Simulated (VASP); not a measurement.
# Zn (P6_3/mmc) in VASP: notebook

Runs on Zn. Level: RPBE. Tasks: single point, relaxation of cell and atoms.

Everything below comes from runs of VASP 6.6.1. Logs are shortened: lines on timing, memory, paths and dates and some standing lists are left out, and cuts for length are marked.

### Step 1. The cell of the first run

Symmetry: P6_3/mmc, No. 194, hexagonal system. Conventional cell: a = 2.691 Å, b = 2.691 Å, c = 5.058 Å, α = 90.00°, β = 90.00°, γ = 120.00°. Within 3.5 Å of Zn (site symmetry -6m2) lie 12 Zn at 2.69 to 2.97 Å.

### Step 2. Single point, RPBE

Contents of INCAR:

```
SYSTEM = Zn
PREC = Accurate
ENCUT = 520
EDIFF = 1E-6
ISMEAR = -1
SIGMA = 0.1
LREAL = .False.
LASPH = .True.
NELM = 80
ALGO = Normal
ISIF = 2
LWAVE = .False.
LCHARG = .True.
GGA = RP
LELF = .True.
LVHAR = .True.
NBANDS = 19
```

Contents of KPOINTS:

```
regular mesh
0
Gamma
  13 13 7
  0 0 0
```

Contents of POSCAR:

```
Zn
1.0
    2.6913402029      0.0000000000      0.0000000000
   -1.3456701014      2.3307689859      0.0000000000
    0.0000000000      0.0000000000      5.0580293959
Zn
2
Direct
    0.3333333333      0.6666666667      0.2500000000
    0.6666666667      0.3333333333      0.7500000000
```

Potentials or basis: VASP PAW PBE potentials, release 64 (Zn).

Command:

```
$ cat potpaw_PBE.64/Zn/POTCAR > POTCAR
$ mpirun -np 1 vasp_std > vasp.out
```

OUTCAR:

```text
SYSTEM = Zn
   PREC = Accurate
   ENCUT = 520
   EDIFF = 1E-6
   ISMEAR = -1
   LREAL = .False.
   LASPH = .True.
   NELM = 80
   ISIF = 2
   GGA = RP

 ion  position               nearest neighbor table
   1  0.333  0.667  0.250-   2 2.97   2 2.97   2 2.97   2 2.97   2 2.97   2 2.97
   2  0.667  0.333  0.750-   1 2.97   1 2.97   1 2.97   1 2.97   1 2.97   1 2.97

  LATTYP: Found a hexagonal cell.
 ALAT       =     2.6913402029
 C/A-ratio  =     1.8793719911

  Lattice vectors:

 A1 = (   2.6913402029,   0.0000000000,   0.0000000000)
 A2 = (  -1.3456701014,   2.3307689859,   0.0000000000)
 A3 = (   0.0000000000,   0.0000000000,   5.0580293959)

Analysis of symmetry for initial positions (statically):
=====================================================================
 Subroutine PRICEL returns:
 Original cell was already a primitive cell.

 Routine SETGRP: Setting up the symmetry group for a
 hexagonal supercell.

 Subroutine GETGRP returns: Found 24 space group operations
 (whereof 12 operations were pure point group operations)
 out of a pool of 24 trial point group operations.

The static configuration has the point symmetry D_3d.
 The point group associated with its full space group is D_6h.

Analysis of symmetry for dynamics (positions and initial velocities):
=====================================================================
 Subroutine PRICEL returns:
 Original cell was already a primitive cell.

 Routine SETGRP: Setting up the symmetry group for a
 hexagonal supercell.

 Subroutine GETGRP returns: Found 24 space group operations
 (whereof 12 operations were pure point group operations)
 out of a pool of 24 trial point group operations.

The dynamic configuration has the point symmetry D_3d.
 The point group associated with its full space group is D_6h.

 Subroutine INISYM returns: Found 24 space group operations
 (whereof 12 operations are pure point group operations),
 and found     1 'primitive' translations

----------------------------------------------------------------------------------------

                                     Primitive cell

  volume of cell :      31.7285

  direct lattice vectors                    reciprocal lattice vectors
     2.691340203  0.000000000  0.000000000     0.371562093  0.214521475  0.000000000
    -1.345670101  2.330768986  0.000000000     0.000000000  0.429042949  0.000000000
     0.000000000  0.000000000  5.058029396     0.000000000  0.000000000  0.197705454

  length of vectors
     2.691340203  2.691340203  5.058029396     0.429042949  0.429042949  0.197705454

  position of ions in fractional coordinates (direct lattice)
     0.333333333  0.666666667  0.250000000
     0.666666667  0.333333333  0.750000000

  ion indices of the primitive-cell ions
   primitive index   ion index
                 1           1
                 2           2

----------------------------------------------------------------------------------------

 KPOINTS: regular mesh

Automatic generation of k-mesh.
 Grid dimensions read from file:
 generate k-points for:   13   13    7

 Generating k-lattice:

  Cartesian coordinates                     Fractional coordinates (reciprocal lattice)
     0.028581699  0.016501652  0.000000000     0.076923077  0.000000000  0.000000000
     0.000000000  0.033003304  0.000000000     0.000000000  0.076923077  0.000000000
     0.000000000  0.000000000  0.028243636     0.000000000  0.000000000  0.142857143

  Length of vectors
     0.033003304  0.033003304  0.028243636

  Shift w.r.t. Gamma in fractional coordinates (k-lattice)
     0.000000000  0.000000000  0.000000000

 Subroutine IBZKPT returns following result:
 ===========================================

 Found     84 irreducible k-points:

 Following reciprocal coordinates:
            Coordinates               Weight
  0.000000  0.000000  0.000000      1.000000
  0.076923  0.000000  0.000000      6.000000
  0.153846 -0.000000  0.000000      6.000000
  0.230769 -0.000000  0.000000      6.000000
  0.307692 -0.000000  0.000000      6.000000
  0.384615  0.000000  0.000000      6.000000
[... 16 lines left out ...]
  0.076923  0.000000  0.142857     12.000000
  0.153846 -0.000000  0.142857     12.000000
 [... further k-points ...]
   k-points           NKPTS =     84   k-points in BZ     NKDIM =     84   number of bands    NBANDS=     19
   number of dos      NEDOS =    301   number of ions     NIONS =      2
   total plane-waves  NPLWV =  16000
   dimension x,y,z NGX =    20 NGY =   20 NGZ =   40
   dimension x,y,z NGXF=    40 NGYF=   40 NGZF=   80
   ions per type =               2
   NGX,Y,Z   is equivalent  to a cutoff of  12.35, 12.35, 13.15 a.u.
   NGXF,Y,Z  is equivalent  to a cutoff of  24.71, 24.71, 26.29 a.u.
 SYSTEM =  Zn
   PREC   = accura    normal or accurate (medium, high low for compatibility)
   ISTART =      0    job   : 0-new  1-cont  2-samecut
   ICHARG =      2    charge: 1-file 2-atom 10-const
   ISPIN  =      1    spin polarized calculation?
   LNONCOLLINEAR =      F non collinear calculations
   LSORBIT =      F    spin-orbit coupling
   LASPH  =      T    aspherical Exc in radial PAW
   ENCUT  =  520.0 eV  38.22 Ry    6.18 a.u.   5.00  5.00  9.40*2*pi/ulx,y,z
   NELM   =     80;   NELMIN=  2; NELMDL= -5     # of ELM steps
   EDIFF  = 0.1E-05   stopping-criterion for ELM
   LREAL  =      F    real-space projection
   EDIFFG = 0.1E-04   stopping-criterion for IOM
   NSW    =      0    number of steps for IOM
   IBRION =     -1    ionic relax: 0-MD 1-quasi-New 2-CG
   NFREE  =      0    steps in history (QN), initial steepest desc. (CG)
   ISIF   =      2    stress and relaxation
   ISYM   =      2    0-nonsym 1-usesym 2-fastsym
   POTIM  = 0.5000    time-step for ionic-motion
   TEBEG  =    0.0;   TEEND  =   0.0 temperature during run
   PSTRESS=    0.0 pullay stress
   NELECT =      24.0000    total number of electrons
   NUPDOWN=      -1.0000    fix difference up-down
   EMIN   =  10.00;   EMAX   =-10.00  energy-range for DOS
   EFERMI =   0.00;   METHOD = LEGACY
   ISMEAR =    -1;   SIGMA  =   0.10  broadening in eV -4-tet -1-fermi 0-gaus
   EFERMI_NEDOS =   21; number of points for ismear=-14 and -15
   IALGO  =     38    algorithm
   IMIX   =      4    mixing-type and parameters
     AMIX     =   0.40;   BMIX     =  1.00
     AMIX_MAG =   1.60;   BMIX_MAG =  1.00
  volume/ion in A,a.u.               =      15.86       107.06
  Fermi-wavevector in a.u.,A,eV,Ry     =   1.491634  2.818779 30.272569  2.224971
  Thomas-Fermi vector in A             =   2.604264
   LORBIT       =      0    0 simple, 1 ext, 2 COOP (PROOUT), +10 PAW based schemes
   GGA     = RP    functional components
   LHFCALC =     F    Hartree Fock is set to
   AEXX    =    0.0000 exact exchange contribution
   IVDW    =     0    specifies the selected vdW correction
   LEPSILON=     F    determine dielectric tensor
   LRPA    =     F    only Hartree local field effects (RPA)
 non-spin polarized calculation
  energy-cutoff  :      520.00
  volume of cell :       31.73
 maximum number of plane-waves:       871
 NGX is ok and might be reduce to    20
   NGX =  9   NGY =  9   NGZ = 19

 number of electron      23.9999990 magnetization

 Free energy of the ion-electron system (eV)
  ---------------------------------------------------
  ext. energy  EPLUGINS =         0.00000000
  ---------------------------------------------------
  free energy    TOTEN  =        -1.50425686 eV

  energy without entropy =       -1.49171249  energy(sigma->0) =       -1.49798467

 E-fermi :   2.8567     XC(G=0): -11.1976

 val. band max:        2.8499966453   @ k =   0.3846   0.0000   0.0000
 cond. band min:       2.9120570496   @ k =   0.3846   0.0769   0.0000
 fundamental gap:      0.0620604043
 Fermi energy:         2.8566581106

 k-point     1 :       0.0000    0.0000    0.0000
  band No.  band energies     occupation
      1      -7.1019      2.00000
      2      -5.4735      2.00000
      3      -4.8383      2.00000
      4      -4.6105      2.00000
      5      -4.6105      2.00000
      6      -4.5674      2.00000
[... 11 lines left out ...]
     18      21.7419      0.00000
     19      21.7420      0.00000

 k-point     2 :       0.0769    0.0000    0.0000
  band No.  band energies     occupation
      1      -6.9300      2.00000
      2      -5.4016      2.00000
      3      -4.8210      2.00000
      4      -4.6268      2.00000
      5      -4.5845      2.00000
      6      -4.5718      2.00000
[... 11 lines left out ...]
     18      20.5816      0.00000
     19      22.6299      0.00000

 k-point     3 :       0.1538   -0.0000    0.0000
  band No.  band energies     occupation
      1      -6.4292      2.00000
      2      -5.2273      2.00000
      3      -4.7894      2.00000
      4      -4.6599      2.00000
      5      -4.5918      2.00000
      6      -4.4630      2.00000
[... 11 lines left out ...]
     18      19.2246      0.00000
     19      20.4205      0.00000

 k-point     4 :       0.2308   -0.0000    0.0000
  band No.  band energies     occupation
      1      -5.7021      2.00000
      2      -5.1021      2.00000
      3      -4.7355      2.00000
      4      -4.6594      2.00000
      5      -4.6579      2.00000
      6      -4.4427      2.00000
[... 11 lines left out ...]
     18      18.3001      0.00000
     19      18.3130      0.00000

 k-point     5 :       0.3077   -0.0000    0.0000
  band No.  band energies     occupation
      1      -5.2542      2.00000
      2      -5.1273      2.00000
      3      -4.8519      2.00000
      4      -4.6297      2.00000
      5      -4.4988      2.00000
      6      -4.4545      2.00000
[... 11 lines left out ...]
     18      17.6602      0.00000
     19      19.1821      0.00000
[... 334 lines left out ...]
      2      -4.7994      2.00000
      3      -4.7672      2.00000
      4      -4.6338      2.00000
      5      -4.6115      2.00000
      6      -4.5953      2.00000
[... 11 lines left out ...]
     18       9.8918      0.00000
     19      11.8343      0.00000

 k-point    22 :       0.0000    0.0000    0.1429
  band No.  band energies     occupation
      1      -6.9855      2.00000
      2      -5.4844      2.00000
      3      -4.8335      2.00000
      4      -4.6115      2.00000
      5      -4.6115      2.00000
      6      -4.5720      2.00000
[... 11 lines left out ...]
     18      21.7774      0.00000
     19      21.7774      0.00000

 k-point    23 :       0.0769    0.0000    0.1429
  band No.  band energies     occupation
      1      -6.8146      2.00000
      2      -5.4084      2.00000
      3      -4.8177      2.00000
      4      -4.6298      2.00000
      5      -4.5903      2.00000
      6      -4.5733      2.00000
[... 11 lines left out ...]
     18      21.2528      0.00000
     19      22.1215      0.00000

 k-point    24 :       0.1538   -0.0000    0.1429
  band No.  band energies     occupation
      1      -6.3191      2.00000
      2      -5.2248      2.00000
      3      -4.7868      2.00000
      4      -4.6694      2.00000
      5      -4.6083      2.00000
      6      -4.4667      2.00000
[... 11 lines left out ...]
     18      19.3675      0.00000
     19      21.3695      0.00000

 [... further k-points ...]
[... 5 lines left out ...]
  --------------------------------------------------------------------------------------
  -------------------------------------------------------------------------------------
  Total        0.0807633      0.0807633      0.0360007      0.0000000     -0.0000000      0.0000000
  in kB        4.0782676      4.0782676      1.8179102      0.0000000     -0.0000000      0.0000000
  external PRESSURE =       3.3248152 kB  Pullay stress =       0.0000000 kB

 VOLUME and BASIS-vectors are now :
 -----------------------------------------------------------------------------
  energy-cutoff  :      520.00
  volume of cell :       31.73
      direct lattice vectors                 reciprocal lattice vectors
     2.691340203  0.000000000  0.000000000     0.371562093  0.214521475  0.000000000
    -1.345670101  2.330768986  0.000000000     0.000000000  0.429042949  0.000000000
     0.000000000  0.000000000  5.058029396     0.000000000  0.000000000  0.197705454

 POSITION                                       TOTAL-FORCE (eV/Angst)
 -----------------------------------------------------------------------------------
     -0.00000      1.55385      1.26451         0.000000      0.000000     -0.000000
      1.34567      0.77692      3.79352        -0.000000     -0.000000      0.000000
 -----------------------------------------------------------------------------------
    total drift:                               -0.000000      0.000000      0.000000

  FREE ENERGIE OF THE ION-ELECTRON SYSTEM (eV)
  ---------------------------------------------------
  free  energy   TOTEN  =        -1.5042568622 eV

  energy  without entropy=       -1.4917124866  energy(sigma->0) =       -1.49798467
```

Run time: 35 s. Hardware: 1 thread of Intel Xeon Platinum 8375C at 2.90GHz (Ice Lake), shared host; peak memory 0.17 GiB.

Results:

| Item | Value |
| --- | --- |
| Free energy | -1.5043 eV |
| Pressure | 0.3 GPa |
| Band gap on the k mesh | zero (band 12 reaches 4.08 eV, above the bottom of band 13 at -0.21 eV) |

Stress tensor (GPa, compression positive):
```
0.41 0.00 0.00
0.00 0.41 0.00
0.00 0.00 0.18
```

Levels at points of the mesh, in eV from the Fermi level:
| k point | band 9 | band 10 | band 11 | band 12 | band 13 | band 14 | band 15 | band 16 |
| --- | --- | --- | --- | --- | --- | --- | --- | --- |
| (0.00, 0.00, 0.00) | -7.11 | -6.93 | -6.93 | -3.38 | -3.07 | 12.99 | 16.57 | 17.30 |

Caveat: the PAW data sets were made with another functional, which shifts forces and pressure a little.

### Step 3. Relaxation of cell and atoms, RPBE

This run uses another cell than the first one, of 15.21 Å³/atom, 0.959 times its volume.

Contents of INCAR:

```
  PREC = Accurate
  ENCUT = 600
  EDIFF = 1E-6
  ISMEAR = -1
  SIGMA = 0.1
  LREAL = F
  LASPH = T
  NELM = 100
  ALGO = Normal
  ISIF = 3
  LWAVE = F
  LCHARG = F
  GGA = RP
  IBRION = 2
  NSW = 80
  EDIFFG = -0.01
```

Contents of KPOINTS:

```
regular mesh
0
Gamma
  13 13 7
```

Contents of POSCAR:

```
Zn
1.0
    2.6647980532      0.0000000000      0.0000000000
   -1.3323990266      2.3077828100      0.0000000000
    0.0000000000      0.0000000000      4.9467000000
Zn
2
Direct
    0.3333333333      0.6666666667      0.2500000000
    0.6666666667      0.3333333333      0.7500000000
```

Potentials or basis: VASP PAW PBE potentials, release 64 (Zn).

Command:

```
$ cat potpaw_PBE.64/Zn/POTCAR > POTCAR
$ mpirun -np 1 vasp_std > vasp.out
```

OUTCAR:

```text
PREC = Accurate
   ENCUT = 600
   EDIFF = 1E-6
   ISMEAR = -1
   LREAL = F
   LASPH = T
   NELM = 100
   ISIF = 3
   GGA = RP
   IBRION = 2
   NSW = 80
   EDIFFG = -0.01

 ion  position               nearest neighbor table
   1  0.333  0.667  0.250-   2 2.91   2 2.91   2 2.91   2 2.91   2 2.91   2 2.91
   2  0.667  0.333  0.750-   1 2.91   1 2.91   1 2.91   1 2.91   1 2.91   1 2.91

  LATTYP: Found a hexagonal cell.
 ALAT       =     2.6647980532
 C/A-ratio  =     1.8563132745

  Lattice vectors:

 A1 = (   2.6647980532,   0.0000000000,   0.0000000000)
 A2 = (  -1.3323990266,   2.3077828100,   0.0000000000)
 A3 = (   0.0000000000,   0.0000000000,   4.9467000000)

Analysis of symmetry for initial positions (statically):
=====================================================================
 Subroutine PRICEL returns:
 Original cell was already a primitive cell.
[... 322 lines left out ...]
  ---------------------------------------------------
  free energy    TOTEN  =        -1.50299497 eV

  energy without entropy =       -1.49040040  energy(sigma->0) =       -1.49669768

 E-fermi :   2.8328     XC(G=0): -11.1769

 val. band max:        2.8304940108   @ k =   0.3846   0.0000   0.0000
 cond. band min:       2.8857777490   @ k =   0.3846   0.0769   0.0000
 fundamental gap:      0.0552837382
 Fermi energy:         2.8328232856

 k-point     1 :       0.0000    0.0000    0.0000
  band No.  band energies     occupation
      1      -7.0980      2.00000
      2      -5.4815      2.00000
      3      -4.8528      2.00000
      4      -4.6279      2.00000
      5      -4.6279      2.00000
      6      -4.5850      2.00000
[... 433 lines left out ...]
      3      -4.8023      2.00000
      4      -4.6859      2.00000
      5      -4.6253      2.00000
      6      -4.4855      2.00000
[... 8 lines left out ...]
     15      14.6651      0.00000
     16      17.0822      0.00000

 [... further k-points ...]
[... 5 lines left out ...]
  --------------------------------------------------------------------------------------
  -------------------------------------------------------------------------------------
  Total       -0.0089350     -0.0089350     -0.0174912     -0.0000000      0.0000000      0.0000000
  in kB       -0.4493402     -0.4493402     -0.8796299     -0.0000000      0.0000000      0.0000000
  external PRESSURE =      -0.5927701 kB  Pullay stress =       0.0000000 kB
[... 17 lines left out ...]
  FREE ENERGIE OF THE ION-ELECTRON SYSTEM (eV)
  ---------------------------------------------------
  free  energy   TOTEN  =        -1.5029949672 eV

  energy  without entropy=       -1.4904003998  energy(sigma->0) =       -1.49669768

 reached required accuracy - stopping structural energy minimisation
```

Run time: 2 min. Hardware: 1 thread of Intel Xeon Platinum 8375C at 2.90GHz (Ice Lake), shared host; peak memory 0.19 GiB.

What came out:

| Property | Result |
| --- | --- |
| Free energy | -1.5030 eV |
| Relaxed volume | 15.93 Å³/atom |
| Relaxed cell | a = 2.696 Å, b = 2.696 Å, c = 5.061 Å, α = 90.00°, β = 90.00°, γ = 120.00° |
| Space group after relaxing (to 0.05 Å) | P6_3/mmc (No. 194) |
| Energy gained by relaxing | 6.1 meV/atom |
| Ionic steps | 5 |
| Pressure after relaxing | -0.1 GPa |
| Band gap on the k mesh | zero (band 12 reaches 4.05 eV, above the bottom of band 13 at -0.23 eV) |

The path:
```tsv
step	energy change (eV)	largest force (eV/Å)	pressure (GPa)	volume (Å³)
1	0.0000	0.0000	3.09	30.42
2	-0.0116	0.0000	0.02	31.73
3	-0.0116	0.0000	0.03	31.73
4	-0.0120	0.0000	0.02	31.77
5	-0.0122	0.0000	-0.06	31.86
```

Final structure:
```xyz
2
Lattice="2.6960 0.0000 0.0000 -1.3480 2.3348 0.0000 0.0000 0.0000 5.0614" Properties=species:S:1:pos:R:3 pbc="T T T"
Zn    0.0000    1.5565    1.2653
Zn    1.3480    0.7783    3.7960
```

Caveat: the PAW data sets were made with another functional, which shifts forces and pressure a little. RPBE and its kin give volumes clearly too large for solids.

### Step 4. Single point, RPBE (volume scaled by 0.88)

Contents of INCAR:

```
SYSTEM = Zn
PREC = Accurate
ENCUT = 520
EDIFF = 1E-7
ISMEAR = -1
SIGMA = 0.1
LREAL = .FALSE.
LASPH = .TRUE.
NELM = 60
ALGO = Normal
ISIF = 2
LWAVE = .FALSE.
LCHARG = .FALSE.
GGA = RP
NBANDS = 19
```

Contents of KPOINTS:

```
Automatic mesh
0
G
  22 22 10
  0 0 0
```

Contents of POSCAR:

```
Zn
1.0
    2.5790681780      0.0000000000      0.0000000000
   -1.2895340890      2.2335385603      0.0000000000
    0.0000000000      0.0000000000      4.8470284970
Zn
2
Direct
    0.3333333333      0.6666666667      0.2500000000
    0.6666666667      0.3333333333      0.7500000000
```

Command:

```
$ cat potpaw_PBE.64/Zn/POTCAR > POTCAR
$ mpirun -np 1 vasp_std > vasp.out
```

Run time: 1.8 min. Hardware: 1 thread of Intel Xeon Platinum 8375C at 2.90GHz (Ice Lake), shared host; peak memory 0.24 GiB.

The run converged. Its results:

```yaml
Free_energy: -1.3636 eV
Pressure: 12.0 GPa
Band_gap_on_the_k_mesh: zero (band 12 reaches 5.68 eV, above the bottom of band 13 at 0.81 eV)
```

Stress tensor (GPa, compression positive):
```
13.71  0.00  0.00
 0.00 13.71  0.00
 0.00  0.00  8.69
```

Levels at points of the mesh, in eV from the Fermi level:
| k point | band 9 | band 10 | band 11 | band 12 | band 13 | band 14 | band 15 | band 16 |
| --- | --- | --- | --- | --- | --- | --- | --- | --- |
| (0.00, 0.00, 0.00) | -7.39 | -7.16 | -7.16 | -4.08 | -3.01 | 14.09 | 17.87 | 19.01 |
| (0.50, 0.00, 0.00) | -6.94 | -6.92 | -3.01 | -2.07 | 2.88 | 3.71 | 4.70 | 5.93 |
| (0.00, 0.00, 0.50) | -7.26 | -7.26 | -7.26 | -7.26 | 4.71 | 4.71 | 20.39 | 20.39 |
| (0.50, 0.00, 0.50) | -6.93 | -6.93 | -2.05 | -2.05 | 0.48 | 0.48 | 10.66 | 10.66 |

Caveat: the cell differs from its parent crystal (volume scaled by 0.88); the PAW data sets were made with another functional, which shifts forces and pressure a little.

(Part 1 of 2 ends here.)
